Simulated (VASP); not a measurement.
# Al19Cu in VASP: further runs

The runs below take Al19Cu through single point, with r2SCAN+rVV10.

Everything below comes from runs of VASP 6.6.1. Logs are shortened: lines on timing, memory, paths and dates and some standing lists are left out, and cuts for length are marked.

## Step 1: The cell of the first run

The cell holds a slab with vacuum, 20 atoms: a = 5.637 Å, b = 5.637 Å, c = 21.206 Å, α = 90.00°, β = 90.00°, γ = 120.00°.

## Step 2: Single point, r2SCAN+rVV10

POSCAR reads:

```
Al19Cu
1.0
    5.6372161124      0.0000000286      0.0000000000
   -2.8186080810      4.8819723457      0.0000000000
    0.0000000000      0.0000000000     21.2055429712
Al Cu
19 1
Direct
    0.0000000000      0.0000000000      0.2817159009
    0.0007097244      0.5003548622      0.2815314938
    0.4996451378      0.9992902756      0.2815314938
    0.4996451378      0.5003548622      0.2815314938
    0.3335425831      0.1667712915      0.3921062438
    0.3333333333      0.6666666667      0.3917282838
    0.8332287085      0.1667712915      0.3921062438
    0.8332287085      0.6664574169      0.3921062438
    0.6666666667      0.3333333333      0.5009470321
    0.6655498123      0.8327749062      0.5008656677
    0.1672250938      0.3344501877      0.5008656677
    0.1672250938      0.8327749062      0.5008656677
   -0.0008230475      0.4995884763      0.6103425448
    0.0000000000      0.0000000000      0.6081126609
    0.5004115237      0.4995884763      0.6103425448
    0.5004115237      0.0008230475      0.6103425448
    0.3314501841      0.1657250921      0.7190415366
    0.8342749079      0.6685498159      0.7190415366
    0.8342749079      0.1657250921      0.7190415366
    0.3333333333      0.6666666667      0.7058149584
```

INCAR.step1 reads:

```
SYSTEM = Al19Cu
ALGO = Normal
DIPOL = 0.5 0.5 0.500
EDIFF = 1E-4
ENCUT = 520
GGA = PE
IDIPOL = 3
ISMEAR = 1
LASPH = .TRUE.
LCHARG = .FALSE.
LDIPOL = .TRUE.
LREAL = Auto
LWAVE = .TRUE.
NBANDS = 50
NELM = 100
PREC = Accurate
SIGMA = 0.1
```

INCAR.step2 reads:

```
SYSTEM = Al19Cu
ALGO = Normal
BPARAM = 11.95
CPARAM = 0.0093
DIPOL = 0.5 0.5 0.500
EDIFF = 1E-6
ENCUT = 520
IDIPOL = 3
ISIF = 2
ISMEAR = 1
ISTART = 1
IVDW_NL = 2
LASPH = .TRUE.
LCHARG = .TRUE.
LDIPOL = .TRUE.
LELF = .TRUE.
LMIXTAU = .TRUE.
LREAL = Auto
LUSE_VDW = .TRUE.
LVACPOTAV = .TRUE.
LVHAR = .TRUE.
LWAVE = .FALSE.
METAGGA = R2SCAN
NBANDS = 50
NELM = 100
PREC = Accurate
SIGMA = 0.1
```

KPOINTS reads:

```
k-points
0
G
  9 9 1
  0 0 0
```

Potentials or basis: VASP PAW PBE potentials, release 64 (Al, Cu).

Started as:

```console
$ cat potpaw_PBE.64/Al/POTCAR potpaw_PBE.64/Cu/POTCAR > POTCAR
$ cp INCAR.step1 INCAR
$ mpirun -np 1 vasp_std > vasp.out
$ cp INCAR.step2 INCAR
$ mpirun -np 1 vasp_std > vasp.out
```

OUTCAR:

```text
SYSTEM = Al19Cu
   BPARAM = 11.95
   EDIFF = 1E-6
   ENCUT = 520
   ISIF = 2
   ISMEAR = 1
   ISTART = 1
   IVDW_NL = 2
   LASPH = .TRUE.
   LREAL = Auto
   METAGGA = R2SCAN
   NELM = 100
   PREC = Accurate

 ion  position               nearest neighbor table
   1  0.000  0.000  0.282-   3 2.82   3 2.82   4 2.82   4 2.82   2 2.82   2 2.82   7 2.85   5 2.85
                             8 2.85
   2  0.001  0.500  0.282-   4 2.81   3 2.81   1 2.82   1 2.82   4 2.82   3 2.82   6 2.85   8 2.85
                             7 2.85
   3  0.500  0.999  0.282-   2 2.81   4 2.81   1 2.82   1 2.82   2 2.82   4 2.82   6 2.85   5 2.85
                             7 2.85
   4  0.500  0.500  0.282-   2 2.81   3 2.81   1 2.82   1 2.82   2 2.82   3 2.82   6 2.85   8 2.85
                             5 2.85
   5  0.334  0.167  0.392-   7 2.82   8 2.82   6 2.82   6 2.82   7 2.82   8 2.82   9 2.82  12 2.82
                            11 2.82   1 2.85   3 2.85   4 2.85
   6  0.333  0.667  0.392-   8 2.82   5 2.82   7 2.82   7 2.82   8 2.82   5 2.82  10 2.83  12 2.83
                            11 2.83   2 2.85   3 2.85   4 2.85
   7  0.833  0.167  0.392-   5 2.82   8 2.82   6 2.82   6 2.82   5 2.82   8 2.82   9 2.82  11 2.82
                            10 2.82   1 2.85   3 2.85   2 2.85
   8  0.833  0.666  0.392-   5 2.82   7 2.82   6 2.82   6 2.82   5 2.82   7 2.82   9 2.82  12 2.82
                            10 2.82   1 2.85   2 2.85   4 2.85
   9  0.667  0.333  0.501-  11 2.82  10 2.82  12 2.82  12 2.82  11 2.82  10 2.82   5 2.82   7 2.82
[... 9 lines left out ...]
  14  0.000  0.000  0.608-  12 2.80  10 2.80  11 2.80  16 2.82  13 2.82  15 2.82  15 2.82  16 2.82
                            13 2.82  17 2.86  18 2.86  19 2.86
  15  0.500  0.500  0.610-  20 2.60  13 2.81  16 2.81  14 2.82  14 2.82  18 2.82  17 2.82  13 2.83
                            16 2.83   9 2.83  11 2.83  10 2.83
  16  0.500  0.001  0.610-  20 2.60  13 2.81  15 2.81  14 2.82  14 2.82  19 2.82  17 2.82  13 2.83
                            15 2.83   9 2.83  12 2.83  10 2.83
  17  0.331  0.166  0.719-  19 2.80  18 2.80  16 2.82  15 2.82  20 2.83  20 2.83  19 2.83  18 2.83
                            14 2.86
  18  0.834  0.669  0.719-  17 2.80  19 2.80  15 2.82  13 2.82  20 2.83  20 2.83  17 2.83  19 2.83
                            14 2.86
  19  0.834  0.166  0.719-  17 2.80  18 2.80  16 2.82  13 2.82  20 2.83  20 2.83  17 2.83  18 2.83
                            14 2.86
  20  0.333  0.667  0.706-  13 2.60  15 2.60  16 2.60  18 2.83  18 2.83  19 2.83  19 2.83  17 2.83
                            17 2.83

  LATTYP: Found a hexagonal cell.
 ALAT       =     5.6372161124
 C/A-ratio  =     3.7617048111

  Lattice vectors:

 A1 = (   5.6372161124,   0.0000000286,   0.0000000000)
 A2 = (  -2.8186080810,   4.8819723457,   0.0000000000)
 A3 = (   0.0000000000,   0.0000000000,  21.2055429712)

Analysis of symmetry for initial positions (statically):
=====================================================================
 Subroutine PRICEL returns:
 Original cell was already a primitive cell.

 Routine SETGRP: Setting up the symmetry group for a
 hexagonal supercell.

 Subroutine GETGRP returns: Found  6 space group operations
 (whereof  6 operations were pure point group operations)
 out of a pool of 24 trial point group operations.

The static configuration has the point symmetry C_3v.

Analysis of symmetry for dynamics (positions and initial velocities):
=====================================================================
 Subroutine PRICEL returns:
 Original cell was already a primitive cell.

 Routine SETGRP: Setting up the symmetry group for a
 hexagonal supercell.

 Subroutine GETGRP returns: Found  6 space group operations
 (whereof  6 operations were pure point group operations)
 out of a pool of 24 trial point group operations.

The dynamic configuration has the point symmetry C_3v.

 Subroutine INISYM returns: Found  6 space group operations
 (whereof  6 operations are pure point group operations),
 and found     1 'primitive' translations

----------------------------------------------------------------------------------------

                                     Primitive cell

  volume of cell :     583.5921

  direct lattice vectors                    reciprocal lattice vectors
     5.637216112  0.000000029  0.000000000     0.177392524  0.102417623  0.000000000
    -2.818608081  4.881972346  0.000000000    -0.000000001  0.204835244  0.000000000
     0.000000000  0.000000000 21.205542971     0.000000000  0.000000000  0.047157481
[... 66 lines left out ...]

  Shift w.r.t. Gamma in fractional coordinates (k-lattice)
     0.000000000  0.000000000  0.000000000

 Subroutine IBZKPT returns following result:
 ===========================================

 Found     12 irreducible k-points:

 Following reciprocal coordinates:
            Coordinates               Weight
  0.000000  0.000000  0.000000      1.000000
  0.111111  0.000000  0.000000      6.000000
  0.222222  0.000000  0.000000      6.000000
  0.333333 -0.000000  0.000000      6.000000
  0.444444  0.000000  0.000000      6.000000
  0.111111  0.111111  0.000000      6.000000
  0.222222  0.111111  0.000000     12.000000
  0.333333  0.111111  0.000000     12.000000
  0.444444  0.111111  0.000000      6.000000
  0.222222  0.222222  0.000000      6.000000
  0.333333  0.222222  0.000000     12.000000
  0.333333  0.333333  0.000000      2.000000
   k-points           NKPTS =     12   k-points in BZ     NKDIM =     12   number of bands    NBANDS=     50
   number of dos      NEDOS =    301   number of ions     NIONS =     20
   total plane-waves  NPLWV = 282240
   dimension x,y,z NGX =    42 NGY =   42 NGZ =  160
   dimension x,y,z NGXF=    84 NGYF=   84 NGZF=  320
   ions per type =              19   1
   NGX,Y,Z   is equivalent  to a cutoff of  12.39, 12.39, 12.54 a.u.
   NGXF,Y,Z  is equivalent  to a cutoff of  24.77, 24.77, 25.09 a.u.
 SYSTEM =  Al19Cu
   PREC   = accura    normal or accurate (medium, high low for compatibility)
   ISTART =      1    job   : 0-new  1-cont  2-samecut
   ICHARG =      0    charge: 1-file 2-atom 10-const
   ISPIN  =      1    spin polarized calculation?
   LNONCOLLINEAR =      F non collinear calculations
   LSORBIT =      F    spin-orbit coupling
   LASPH  =      T    aspherical Exc in radial PAW
   ENCUT  =  520.0 eV  38.22 Ry    6.18 a.u.  10.48 10.48 39.43*2*pi/ulx,y,z
   NELM   =    100;   NELMIN=  2; NELMDL=  0     # of ELM steps
   EDIFF  = 0.1E-05   stopping-criterion for ELM
   LREAL  =      T    real-space projection
   EDIFFG = 0.1E-04   stopping-criterion for IOM
   NSW    =      0    number of steps for IOM
   IBRION =     -1    ionic relax: 0-MD 1-quasi-New 2-CG
   NFREE  =      0    steps in history (QN), initial steepest desc. (CG)
   ISIF   =      2    stress and relaxation
   ISYM   =      2    0-nonsym 1-usesym 2-fastsym
   POTIM  = 0.5000    time-step for ionic-motion
   TEBEG  =    0.0;   TEEND  =   0.0 temperature during run
   PSTRESS=    0.0 pullay stress
   NELECT =      68.0000    total number of electrons
   NUPDOWN=      -1.0000    fix difference up-down
   EMIN   =  10.00;   EMAX   =-10.00  energy-range for DOS
   EFERMI =   0.00;   METHOD = LEGACY
   ISMEAR =     1;   SIGMA  =   0.10  broadening in eV -4-tet -1-fermi 0-gaus
   EFERMI_NEDOS =   21; number of points for ismear=-14 and -15
   IALGO  =     38    algorithm
   IMIX   =      4    mixing-type and parameters
     AMIX     =   0.40;   BMIX     =  1.00
     AMIX_MAG =   1.60;   BMIX_MAG =  1.00
  volume/ion in A,a.u.               =      29.18       196.91
  Fermi-wavevector in a.u.,A,eV,Ry     =   0.799603  1.511031  8.699099  0.639366
  Thomas-Fermi vector in A             =   1.906739
   LORBIT       =      0    0 simple, 1 ext, 2 COOP (PROOUT), +10 PAW based schemes
   METAGGA = R2SCAN    functional components
   LHFCALC =     F    Hartree Fock is set to
   AEXX    =    0.0000 exact exchange contribution
   IVDW_NL    =     2    kernel type
   BPARAM     =11.9500
   IVDW    =     0    specifies the selected vdW correction
   LEPSILON=     F    determine dielectric tensor
   LRPA    =     F    only Hartree local field effects (RPA)
 non-spin polarized calculation
 Methfessel and Paxton  Order N= 1 SIGMA  =   0.10
  energy-cutoff  :      520.00
  volume of cell :      583.59
 maximum number of plane-waves:     15835
 NGX is ok and might be reduce to    42
   NGX = 21   NGY = 21   NGZ = 79

 dipolmoment           0.000000      0.000000     -0.282476 electrons x Angstroem

 number of electron      68.0000021 magnetization

 dipolmoment           0.000000      0.000000      0.002909 electrons x Angstroem

 Free energy of the ion-electron system (eV)
  ---------------------------------------------------
  ext. energy  EPLUGINS =         0.00000000
  ---------------------------------------------------
  free energy    TOTEN  =      -133.53025997 eV

  energy without entropy =     -133.53316645  energy(sigma->0) =     -133.53122879

 E-fermi :   2.6577     XC(G=0):  -6.9413

 val. band max:        2.6517319217   @ k =   0.1111   0.0000   0.0000
 cond. band min:       2.6725010652   @ k =   0.4444   0.1111   0.0000
 fundamental gap:      0.0207691435
 Fermi energy:         2.6577364506

 k-point     1 :       0.0000    0.0000    0.0000
  band No.  band energies     occupation
      1      -9.1673      2.00000
      2      -8.3445      2.00000
      3      -7.0849      2.00000
      4      -5.4456      2.00000
      5      -3.3769      2.00000
      6      -2.8513      2.00000
[... 577 lines left out ...]
     45       5.6451      0.00000
     46       5.6785      0.00000
 [bands above 46 left out]

------------------------ aborting loop because EDIFF is reached ----------------------------------------

  FORCE on cell =-STRESS in cart. coord.  units (eV):
  Direction    XX          YY          ZZ          XY          YZ          ZX
  --------------------------------------------------------------------------------------
  -------------------------------------------------------------------------------------
  Total       -8.9446968     -8.9446968     -0.3366537      0.0000000      0.0000000      0.0000000
  in kB      -24.5565192    -24.5565192     -0.9242395      0.0000000      0.0000000      0.0000000
  external PRESSURE =     -16.6790926 kB  Pullay stress =       0.0000000 kB

 VOLUME and BASIS-vectors are now :
 -----------------------------------------------------------------------------
  energy-cutoff  :      520.00
  volume of cell :      583.59
      direct lattice vectors                 reciprocal lattice vectors
     5.637216112  0.000000029  0.000000000     0.177392524  0.102417623  0.000000000
    -2.818608081  4.881972346  0.000000000    -0.000000001  0.204835244  0.000000000
     0.000000000  0.000000000 21.205542971     0.000000000  0.000000000  0.047157481

 POSITION                                       TOTAL-FORCE (eV/Angst)
 -----------------------------------------------------------------------------------
      0.00000      0.00000      5.97394        -0.000000     -0.000000      0.006052
     -1.40630      2.44272      5.97003        -0.004717     -0.002723      0.006888
     -0.00000      4.87851      5.97003        -0.000000      0.005447      0.006888
      1.40630      2.44272      5.97003         0.004717     -0.002723      0.006888
      1.41019      0.81417      8.31483        -0.000112     -0.000065     -0.000028
     -0.00000      3.25465      8.30681        -0.000000     -0.000000      0.000018
[... 12 lines left out ...]
      4.23587      0.80907     15.24767        -0.004743      0.002739     -0.003508
     -0.00000      3.25465     14.96719        -0.000000     -0.000000      0.010969
 -----------------------------------------------------------------------------------
    total drift:                               -0.000053      0.000029      0.021145

  FREE ENERGIE OF THE ION-ELECTRON SYSTEM (eV)
  ---------------------------------------------------
  free  energy   TOTEN  =      -133.5302599662 eV

  energy  without entropy=     -133.5331664509  energy(sigma->0) =     -133.53122879

 vacuum level on the upper side and lower side of the slab         6.874         6.854
```

Wall time 1.6 h (1 thread of Intel Xeon Platinum 8259CL at 2.50GHz (Skylake/Cascade Lake), shared host); peak memory 1.8 GiB.

What came out:

| Item | Value |
| --- | --- |
| Free energy | -133.5303 eV |
| Largest force | 0.011 eV/Å |
| Band gap on the k mesh | zero (bands 34 and 35 overlap by 1.75 eV) |

Forces in eV/Å, atoms in the order of the input:
```
Al   0.000  0.000  0.006
Al  -0.005 -0.003  0.007
Al   0.000  0.005  0.007
Al   0.005 -0.003  0.007
Al   0.000  0.000  0.000
Al   0.000  0.000  0.000
Al   0.000  0.000  0.000
Al   0.000  0.000  0.000
Al   0.000  0.000 -0.002
Al   0.000  0.000 -0.001
Al   0.000  0.000 -0.001
Al   0.000  0.000 -0.001
Al  -0.003 -0.002 -0.007
Al   0.000  0.000  0.001
Al   0.003 -0.002 -0.007
Al   0.000  0.004 -0.007
Al   0.005  0.003 -0.004
Al   0.000 -0.005 -0.004
Al  -0.005  0.003 -0.004
Cu   0.000  0.000  0.011
```

Caveat: the PAW data sets were made with another functional, which shifts forces and pressure a little.

## Step 3: Single point, r2SCAN+rVV10

POSCAR reads:

```
Al19Cu
1.0
    5.6372161124      0.0000000286      0.0000000000
   -2.8186080810      4.8819723457      0.0000000000
    0.0000000000      0.0000000000     21.2055429712
Al Cu
19 1
Direct
    0.0000000000      0.0000000000      0.2824842054
   -0.0002087916      0.4998956042      0.2819335518
    0.5001043958      1.0002087916      0.2819335518
    0.5001043958      0.4998956042      0.2819335518
    0.3341326355      0.1670663178      0.3922796885
    0.3333333333      0.6666666667      0.3912670952
    0.8329336822      0.1670663178      0.3922796885
    0.8329336822      0.6658673645      0.3922796885
    0.6666666667      0.3333333333      0.5010280838
    0.6662273577      0.8331136789      0.5008772102
    0.1668863211      0.3337726423      0.5008772102
    0.1668863211      0.8331136789      0.5008772102
   -0.0010397585      0.4994801207      0.6105231435
    0.0000000000      0.0000000000      0.6082319421
    0.5005198793      0.4994801207      0.6105231435
    0.5005198793      0.0010397585      0.6105231435
    0.3317198443      0.1658599222      0.7182387556
    0.8341400778      0.6682801557      0.7182387556
    0.8341400778      0.1658599222      0.7182387556
    0.3333333333      0.6666666667      0.7054129208
```

INCAR.step1 reads:

```
SYSTEM = Al19Cu
PREC     = Accurate       ! precision mode
ENCUT    = 520            ! plane-wave cutoff, eV
ISMEAR   = 1              ! smearing method
SIGMA    = 0.1            ! smearing width, eV
LREAL    = Auto         
LASPH    = .TRUE.         ! aspherical terms in the spheres
NELM     = 100            ! most SCF steps
LDIPOL   = .TRUE.       
IDIPOL   = 3            
DIPOL    = 0.5 0.5 0.500
NBANDS   = 50             ! bands
GGA      = PE             ! functional
ALGO     = Normal         ! electronic algorithm
EDIFF    = 1E-4           ! SCF threshold, eV
LWAVE    = .TRUE.         ! write WAVECAR
LCHARG   = .FALSE.        ! write CHGCAR
```

INCAR.step2 reads:

```
SYSTEM = Al19Cu
PREC     = Accurate       ! precision mode
ENCUT    = 520            ! plane-wave cutoff, eV
EDIFF    = 1E-7           ! SCF threshold, eV
ISMEAR   = 1              ! smearing method
SIGMA    = 0.1            ! smearing width, eV
LREAL    = Auto         
LASPH    = .TRUE.         ! aspherical terms in the spheres
NELM     = 100            ! most SCF steps
ALGO     = Normal         ! electronic algorithm
ISIF     = 2              ! what is computed and relaxed
LWAVE    = .FALSE.        ! write WAVECAR
LCHARG   = .TRUE.         ! write CHGCAR
LDIPOL   = .TRUE.       
IDIPOL   = 3            
DIPOL    = 0.5 0.5 0.500
METAGGA  = R2SCAN         ! meta-GGA
LMIXTAU  = .TRUE.       
LUSE_VDW = .TRUE.       
IVDW_NL  = 2            
BPARAM   = 11.95        
CPARAM   = 0.0093       
LELF     = .TRUE.         ! ELF
LVHAR    = .TRUE.       
LVACPOTAV= .TRUE.       
NBANDS   = 50             ! bands
ISTART   = 1
```

KPOINTS reads:

```
regular mesh
0
G
  6 6 1
  0 0 0
```

Potentials or basis: VASP PAW PBE potentials, release 64 (Al, Cu).

Started as:

```console
$ cat potpaw_PBE.64/Al/POTCAR potpaw_PBE.64/Cu/POTCAR > POTCAR
$ cp INCAR.step1 INCAR
$ mpirun -np 1 vasp_std > vasp.out
$ cp INCAR.step2 INCAR
$ mpirun -np 1 vasp_std > vasp.out
```

Wall time 87 min (1 thread of Intel Xeon Platinum 8259CL at 2.50GHz (Skylake/Cascade Lake), shared host); peak memory 1.7 GiB.

It converged, with:

* Free energy: -133.5804 eV
* Largest force: 0.042 eV/Å
* Band gap on the k mesh: zero (bands 34 and 35 overlap by 1.76 eV)

Forces on the atoms (eV/Å):
```
Al   0.000  0.000  0.000
Al   0.010  0.006 -0.002
Al   0.000 -0.012 -0.002
Al  -0.010  0.006 -0.002
Al  -0.008 -0.005  0.024
Al   0.000  0.000  0.008
Al   0.008 -0.005  0.024
Al   0.000  0.009  0.024
Al   0.000  0.000 -0.005
Al   0.004  0.003 -0.004
Al   0.000 -0.005 -0.004
Al  -0.004  0.003 -0.004
Al  -0.010 -0.006 -0.029
Al   0.000  0.000 -0.012
Al   0.010 -0.006 -0.029
Al   0.000  0.011 -0.029
Al  -0.001  0.000  0.000
Al   0.000  0.001  0.000
Al   0.001  0.000  0.000
Cu   0.000  0.000  0.042
```

Levels at points of the mesh, in eV from the Fermi level:
| k point | band 32 | band 33 | band 34 | band 35 | band 36 | band 37 | band 38 | band 39 |
| --- | --- | --- | --- | --- | --- | --- | --- | --- |
| (0.00, 0.00, 0.00) | -1.63 | -1.13 | -1.06 | -1.06 | -0.86 | 0.39 | 0.57 | 0.57 |
| (0.50, 0.00, 0.00) | 0.05 | 0.08 | 0.27 | 0.38 | 0.63 | 0.70 | 1.07 | 1.09 |

Caveat: the PAW data sets were made with another functional, which shifts forces and pressure a little.
